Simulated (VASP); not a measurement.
## SiC (Moissanite): single point with PBE

SiC (Moissanite):

```
Si C
1.0
     3.12974    0.00000    0.00000
    -1.56487    2.71043    0.00000
     0.00000    0.00000    5.13619
Si C
2 2
Direct
  0.33333 0.66667 0.00000
  0.66667 0.33333 0.50000
  0.33333 0.66667 0.38500
  0.66667 0.33333 0.88500
```

```json
{
  "Program": "VASP 6.6.1",
  "Task": "single point",
  "Functional": "PBE",
  "Potentials or basis": "VASP PAW PBE potentials, release 64 (Si, C)",
  "Cutoff": "520 eV",
  "k mesh": "12 × 12 × 4",
  "Occupations": "gaussian, width 0.01 eV",
  "Spin": "no spin polarisation"
}
```

```
Pressure               : -7.0 GPa
Largest force          : 0.674 eV/Å
Band gap on the k mesh : 2.41 eV, indirect (least direct gap 3.97 eV)
```

Forces on the atoms (eV/Å):
```
Si   0.000  0.000  0.674
Si   0.000  0.000  0.674
C    0.000  0.000 -0.674
C    0.000  0.000 -0.674
```

Stress tensor (GPa, compression positive):
```
-6.05  0.00  0.00
 0.00 -6.05  0.00
 0.00  0.00 -8.96
```

Levels at points of the mesh, in eV from the valence-band top:
```
           k point  band 4  band 5  band 6  band 7  band 8  band 9  band 10  band 11  band 12  band 13
(0.00, 0.00, 0.00)   -1.53   -1.53   -0.28   -0.28    0.00    4.18     5.47     6.21     6.21     7.10
(0.50, 0.00, 0.00)   -6.43   -5.24   -3.44   -3.11   -1.47    2.50     4.13     6.34     7.01     9.24
(0.00, 0.00, 0.50)   -4.35   -0.96   -0.96   -0.96   -0.96    5.25     5.25     6.89     6.89     6.89
(0.50, 0.00, 0.50)   -8.22   -2.62   -2.62   -2.29   -2.29    3.05     3.05     4.77     4.77    10.02
```

Run time: 39 s on 1 thread of Intel Xeon 8259CL, on a shared host, peak memory 0.17 GiB.

A k mesh can miss the band edges.
